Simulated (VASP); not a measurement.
A run of VASP 6.6.1 is set up as follows.

INCAR

```
ALGO     = Normal         # electronic algorithm
EDIFF    = 1E-6           # SCF threshold, eV
ENCUT    = 520            # plane-wave cutoff, eV
GGA      = PE             # functional
ISIF     = 2              # what is computed and relaxed
ISMEAR   = -1             # smearing method
LASPH    = T              # aspherical terms in the spheres
LCHARG   = T              # write CHGCAR
LELF     = T              # ELF
LREAL    = F              # projectors in reciprocal space
LVHAR    = T            
LWAVE    = F              # write WAVECAR
NBANDS   = 19             # bands
NELM     = 60             # most SCF steps
PREC     = Accurate       # precision mode
SIGMA    = 0.02           # smearing width, eV
```

The input KPOINTS:

```
k-points
0
Gamma
  3 3 3
```

Contents of POSCAR:

```
TiTe2
1.0
    3.7908320817      0.0000000000      0.0000000000
   -1.8954160408      3.2829568842      0.0000000000
    0.0000000000      0.0000000000      6.5541625960
Ti Te
1 2
Direct
    0.0000000000      0.0000000000      0.0000000000
    0.3333333333      0.6666666667      0.2578174224
    0.6666666667      0.3333333333      0.7421825776
```

Potentials or basis: VASP PAW PBE potentials, release 64 (Ti_sv, Te).

The run is started by

```bash
$ cat potpaw_PBE.64/Ti_sv/POTCAR potpaw_PBE.64/Te/POTCAR > POTCAR
$ mpirun -np 1 vasp_std > vasp.out
```

Question: Predict the pressure.

Answer: 1.0 GPa.

Question: What does it give for the largest force?

Answer: 0.095 eV/Å.

Question: Predict the band gap on the k mesh.

Answer: Zero (band 12 reaches 7.11 eV, above the bottom of band 13 at 6.62 eV).

Forces on the atoms (eV/Å):
```
Ti   0.000  0.000  0.000
Te   0.000  0.000  0.095
Te   0.000  0.000 -0.095
```

Caveat: the k points lie up to 0.64 Å⁻¹ apart; spin-orbit coupling is left out, which moves the levels of the heavy elements; this functional lacks dispersion, which binds the layers, so the pressure and a relaxed spacing across them are unreliable.
